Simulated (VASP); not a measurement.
The system is MgSe.

```
Mg Se
1.0
     0.00000    2.73628    2.73628
     2.73628    0.00000    2.73628
     2.73628    2.73628    0.00000
Mg Se
1 1
Direct
  0.00000 0.00000 0.00000
  0.50000 0.50000 0.50000
```

Base run:

```yaml
Program: VASP 6.6.1
Functional: r2SCAN0
Potentials_or_basis: VASP PAW PBE potentials, release 64 (Mg, Se)
Cutoff: 580 eV
k_mesh: 6 × 6 × 6
Occupations: gaussian, width 0.01 eV
Spin: no spin polarisation
```

Its results: band gap on the k mesh 3.77 eV (least direct gap 4.73 eV); pressure -1.2 GPa.

**Question.** The run is repeated on the same cell with these changes: functional from r2SCAN0 to PBE; cutoff from 580 eV to 600 eV; k mesh from 6 × 6 × 6 to 4 × 4 × 4. What comes out?

**Answer.** Band gap on the k mesh 1.75 eV (least direct gap 2.50 eV); pressure 1.5 GPa.

Several settings changed at once.

Caveats: some runs use coarse meshes; the PAW data sets were made with another functional, which shifts forces and pressure a little (at least some runs).

A k mesh can miss the band edges.
